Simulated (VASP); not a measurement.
# H6Pb (Im-3m) in VASP: further runs, part 2 of 2

VASP 6.6.1. Earlier steps stand in the parts before.

### Step 3. Relaxation of cell and atoms, PBE

Input file INCAR:

```
SYSTEM = H6Pb
PREC = Accurate
ENCUT = 600
EDIFF = 1E-6
ISMEAR = 0
SIGMA = 0.1
LREAL = .FALSE.
LASPH = .TRUE.
NELM = 60
ALGO = Normal
ISIF = 3
LWAVE = .FALSE.
LCHARG = .FALSE.
GGA = PE
IBRION = 2
NSW = 100
EDIFFG = -0.01
```

Input file KPOINTS:

```
Automatic mesh
0
G
  12 12 12
  0 0 0
```

Input file POSCAR:

```
H6Pb
1.0
   -2.3069693368      2.3069693368      2.3069693368
    2.3069693368     -2.3069693368      2.3069693368
    2.3069693368      2.3069693368     -2.3069693368
H Pb
6 1
Direct
    0.5000000000      0.7500000000      0.2500000000
    0.5000000000      0.2500000000      0.7500000000
    0.2500000000      0.5000000000      0.7500000000
    0.7500000000      0.5000000000      0.2500000000
    0.7500000000      0.2500000000      0.5000000000
    0.2500000000      0.7500000000      0.5000000000
    0.0000000000      0.0000000000      0.0000000000
```

Potentials or basis: VASP PAW PBE potentials, release 64 (H, Pb_d).

The run is started by

```sh
$ cat potpaw_PBE.64/H/POTCAR potpaw_PBE.64/Pb_d/POTCAR > POTCAR
$ mpirun -np 1 vasp_std > vasp.out
```

OUTCAR:

```text
SYSTEM = H6Pb
   PREC = Accurate
   ENCUT = 600
   EDIFF = 1E-6
   ISMEAR = 0
   LREAL = .FALSE.
   LASPH = .TRUE.
   NELM = 60
   ISIF = 3
   GGA = PE
   IBRION = 2
   NSW = 100
   EDIFFG = -0.01

 ion  position               nearest neighbor table
   1  0.500  0.750  0.250-
   2  0.500  0.250  0.750-
   3  0.250  0.500  0.750-
   4  0.750  0.500  0.250-
   5  0.750  0.250  0.500-
   6  0.250  0.750  0.500-
   7  0.000  0.000  0.000-

  LATTYP: Found a body centered cubic cell.
 ALAT       =     4.6139386736

  Lattice vectors:

 A1 = (  -2.3069693368,   2.3069693368,   2.3069693368)
 A2 = (   2.3069693368,  -2.3069693368,   2.3069693368)
 A3 = (   2.3069693368,   2.3069693368,  -2.3069693368)

Analysis of symmetry for initial positions (statically):
=====================================================================
 Subroutine PRICEL returns:
 Original cell was already a primitive cell.

 Routine SETGRP: Setting up the symmetry group for a
 body centered cubic supercell.

 Subroutine GETGRP returns: Found 48 space group operations
 (whereof 48 operations were pure point group operations)
 out of a pool of 48 trial point group operations.

The static configuration has the point symmetry O_h .

Analysis of symmetry for dynamics (positions and initial velocities):
=====================================================================
 Subroutine PRICEL returns:
 Original cell was already a primitive cell.

 Routine SETGRP: Setting up the symmetry group for a
 body centered cubic supercell.

 Subroutine GETGRP returns: Found 48 space group operations
 (whereof 48 operations were pure point group operations)
 out of a pool of 48 trial point group operations.

The dynamic configuration has the point symmetry O_h .

 Subroutine INISYM returns: Found 48 space group operations
[... 143 lines left out ...]
 maximum number of plane-waves:      1664
   NGX = 15   NGY = 15   NGZ = 15

 number of electron      20.0000001 magnetization

 Free energy of the ion-electron system (eV)
  ---------------------------------------------------
  ext. energy  EPLUGINS =         0.00000000
  ---------------------------------------------------
  free energy    TOTEN  =       -17.70414800 eV

  energy without entropy =      -17.70180529  energy(sigma->0) =      -17.70297665

 E-fermi :   5.1361     XC(G=0): -10.4986

 val. band max:        4.9699763412   @ k =   0.3333   0.0833   0.0833
 cond. band min:       5.1454817505   @ k =   0.2500   0.2500   0.0000
 fundamental gap:      0.1755054094
 Fermi energy:         5.1361422508

 k-point     1 :       0.0000    0.0000    0.0000
  band No.  band energies     occupation
      1     -12.0027      2.00000
      2     -12.0027      2.00000
      3     -12.0027      2.00000
      4     -11.9534      2.00000
      5     -11.9534      2.00000
      6      -7.8158      2.00000
      7       3.5005      2.00000
      8       4.0399      2.00000
      9       4.0399      2.00000
     10       4.0399      2.00000
     11       6.2959      0.00000
     12       6.2959      0.00000
     13       8.1650      0.00000
     14       8.1650      0.00000
[... 377 lines left out ...]
      1     -12.0340      2.00000
      2     -12.0275      2.00000
      3     -11.9521      2.00000
      4     -11.9479      2.00000
      5     -11.9143      2.00000
      6      -4.2425      2.00000
      7      -3.6083      2.00000
      8       0.5331      2.00000
      9       0.9691      2.00000
     10       4.9667      1.98342
     11       7.0178      0.00000
     12       8.5164      0.00000
     13       9.5677      0.00000
     14      10.0187      0.00000

 [... further k-points ...]

------------------------ aborting loop because EDIFF is reached ----------------------------------------

  FORCE on cell =-STRESS in cart. coord.  units (eV):
  Direction    XX          YY          ZZ          XY          YZ          ZX
  --------------------------------------------------------------------------------------
  -------------------------------------------------------------------------------------
  Total       -0.0349874     -0.0349874     -0.0349874      0.0000000      0.0000000      0.0000000
  in kB       -1.1413983     -1.1413983     -1.1413983      0.0000000      0.0000000      0.0000000
  external PRESSURE =      -1.1413983 kB  Pullay stress =       0.0000000 kB

 VOLUME and BASIS-vectors are now :
 -----------------------------------------------------------------------------
  energy-cutoff  :      600.00
  volume of cell :       49.11
      direct lattice vectors                 reciprocal lattice vectors
    -2.306969337  2.306969337  2.306969337     0.000000000  0.216734567  0.216734567
     2.306969337 -2.306969337  2.306969337     0.216734567  0.000000000  0.216734567
     2.306969337  2.306969337 -2.306969337     0.216734567  0.216734567  0.000000000

 POSITION                                       TOTAL-FORCE (eV/Angst)
 -----------------------------------------------------------------------------------
      1.15348      0.00000      2.30697         0.000000     -0.000000      0.000000
      1.15348      2.30697      0.00000        -0.000000     -0.000000      0.000000
      2.30697      1.15348      0.00000        -0.000000      0.000000     -0.000000
      0.00000      1.15348      2.30697         0.000000     -0.000000     -0.000000
      0.00000      2.30697      1.15348         0.000000      0.000000      0.000000
      2.30697      0.00000      1.15348        -0.000000      0.000000     -0.000000
      0.00000      0.00000      0.00000         0.000000      0.000000     -0.000000
 -----------------------------------------------------------------------------------
    total drift:                                0.000000     -0.000000     -0.000000

  FREE ENERGIE OF THE ION-ELECTRON SYSTEM (eV)
  ---------------------------------------------------
  free  energy   TOTEN  =       -17.7041480029 eV

  energy  without entropy=      -17.7018052907  energy(sigma->0) =      -17.70297665

 reached required accuracy - stopping structural energy minimisation
```

OSZICAR:

```text
N       E                     dE             d eps       ncg     rms          rms(c)
DAV:   1     0.136608043833E+03    0.13661E+03   -0.10602E+04  2016   0.168E+03
DAV:   2    -0.928179877465E+01   -0.14589E+03   -0.14257E+03  2166   0.372E+02
DAV:   3    -0.180939921041E+02   -0.88122E+01   -0.87053E+01  2592   0.941E+01
DAV:   4    -0.182544642403E+02   -0.16047E+00   -0.16035E+00  2242   0.138E+01
DAV:   5    -0.182600447344E+02   -0.55805E-02   -0.55803E-02  2920   0.255E+00    0.297E+00
DAV:   6    -0.178204551548E+02    0.43959E+00   -0.47201E-01  3006   0.969E+00    0.156E+00
DAV:   7    -0.177012151987E+02    0.11924E+00   -0.53012E-01  2754   0.659E+00    0.313E-01
DAV:   8    -0.177037305575E+02   -0.25154E-02   -0.57608E-02  2298   0.328E+00    0.154E-01
DAV:   9    -0.177042566744E+02   -0.52612E-03   -0.23425E-03  2462   0.532E-01    0.628E-02
DAV:  10    -0.177041500990E+02    0.10658E-03   -0.41492E-04  2354   0.243E-01    0.207E-02
DAV:  11    -0.177041472425E+02    0.28565E-05   -0.86270E-05  2710   0.138E-01    0.369E-03
DAV:  12    -0.177041480029E+02   -0.76038E-06   -0.64057E-06  2078   0.174E-02
   1 F= -.17704148E+02 E0= -.17702977E+02  d E =-.177041E+02
```

It took 54 s on 1 thread of Intel Xeon 8259CL, shared host; peak memory 0.21 GiB.

Results:

- Free energy: -17.7041 eV
- Pressure after relaxing: -0.1 GPa
- Band gap on the k mesh: zero (bands 10 and 11 overlap by 7.78 eV)

Final structure:
```xyz
7
Lattice="-2.3070 2.3070 2.3070 2.3070 -2.3070 2.3070 2.3070 2.3070 -2.3070" Properties=species:S:1:pos:R:3 pbc="T T T"
H     1.1535    0.0000    2.3070
H     1.1535    2.3070    0.0000
H     2.3070    1.1535    0.0000
H     0.0000    1.1535    2.3070
H     0.0000    2.3070    1.1535
H     2.3070    0.0000    1.1535
Pb    0.0000    0.0000    0.0000
```

Levels at points of the mesh, in eV from the Fermi level:
```csv
k point,band 6,band 7,band 8,band 9,band 10,band 11,band 12,band 13,band 14
"(0.00, 0.00, 0.00)",-12.95,-1.64,-1.10,-1.10,-1.10,1.16,1.16,3.03,3.03
"(0.50, 0.00, 0.00)",-9.56,-8.96,-3.57,-2.78,-1.67,0.49,3.38,4.38,4.61
"(0.50, 0.50, 0.50)",-7.37,-5.98,-5.98,-4.39,-4.39,-4.39,5.53,5.53,5.53
```

Caveat: the relaxation stopped at its first step, so nothing moved; spin-orbit coupling is left out, which moves the levels of the heavy elements.
